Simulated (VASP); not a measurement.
Runs of VASP 6.6.1 on Si. The structure is that of space group Fd-3m (No. 227), or close to it. The cells are those of the table. 

```tsv
task	level	potentials or basis	cell	cutoff (eV)	gap on the mesh (eV)	pressure (GPa)	relaxed volume (Å³/atom)
single point	r2SCAN+rVV10	VASP PAW PBE potentials, release 64 (Si)	a = 3.844 Å, angles 60.0°, 2 atoms	520	0.89	-0.2	-
single point	LDA	VASP PAW LDA potentials, release 64 (Si)	a = 3.821 Å, angles 60.0°, 2 atoms	520	0.57	0.1	-
relaxation of cell and atoms	LDA	VASP PAW LDA potentials, release 64 (Si)	relaxed from a = 3.838 Å, angles 60.0°, 2 atoms	600	0.57	0.0	(b)
relaxation of cell and atoms	PBE+D4	VASP PAW PBE potentials, release 64 (Si)	relaxed from a = 3.838 Å, angles 60.0°, 2 atoms	600	0.69	0.0	19.89
relaxation of cell and atoms	r2SCAN+rVV10	VASP PAW PBE potentials, release 64 (Si)	relaxed from a = 3.838 Å, angles 60.0°, 2 atoms	600	0.88	0.0	20.04
single point	PBE+D4	VASP PAW PBE potentials, release 64 (Si)	a = 3.833 Å, angles 60.0°, 2 atoms	520	(c)	(a)	-
```

Alike in all rows: no spin polarisation; k mesh 6 × 6 × 6; smearing gaussian 0.01 eV.

Estimate the missing entries.

(a) -0.1; (b) 19.73; (c) 0.70.

Caveats: the PAW data sets were made with another functional, which shifts forces and pressure a little (some runs).

A k mesh can miss the band edges.
